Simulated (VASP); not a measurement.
Set up this calculation in VASP 6.6.1, as the native input.

| Item | Value |
| --- | --- |
| Task | single point |
| Functional | PBE |
| Potentials or basis | VASP PAW PBE potentials, release 64 (Mo_sv) |
| Cutoff | 520 eV |
| k mesh | 14 × 14 × 14 |
| Occupations | fermi-dirac, width 0.05 eV |
| Spin | no spin polarisation |
| Dipole correction | no |
| Further INCAR settings | ALGO = Normal; EDIFF = 1e-06; NBANDS = 21 |

The structure of Mo lies in POSCAR:

```
Mo
1.0
    0.0000000000      2.6936760050      2.6936760050
    2.6936760050      0.0000000000      2.6936760050
    2.6936760050      2.6936760050      0.0000000000
Mo
2
Direct
   -0.1250000000     -0.1250000000     -0.1250000000
    0.1250000000      0.1250000000      0.1250000000
```

This isn't the form of Mo at room conditions, which is bcc.

These files were run (other wordings do the same):

INCAR

```
SYSTEM = Mo
PREC = Accurate ; ENCUT = 520
EDIFF = 1E-6 ; ISMEAR = -1
SIGMA = 0.05 ; LREAL = .FALSE.
LASPH = .TRUE. ; NELM = 60
ALGO = Normal ; ISIF = 2
LWAVE = .FALSE. ; LCHARG = .FALSE.
GGA = PE ; NBANDS = 21
```

KPOINTS

```
regular mesh
0
G
  14 14 14
  0 0 0
```

Potentials or basis: VASP PAW PBE potentials, release 64 (Mo_sv).

Command:

```bash
$ cat potpaw_PBE.64/Mo_sv/POTCAR > POTCAR
$ mpirun -np 1 vasp_std > vasp.out
```

It gave:

The pressure is 25.1 GPa and the band gap on the k mesh is zero (bands 14 and 15 overlap by 0.73 eV).

Caveat: the cell stands under pressure.

Run time: 77 s on 1 thread of Intel Xeon 8259CL (shared host), peak memory 0.2 GiB.
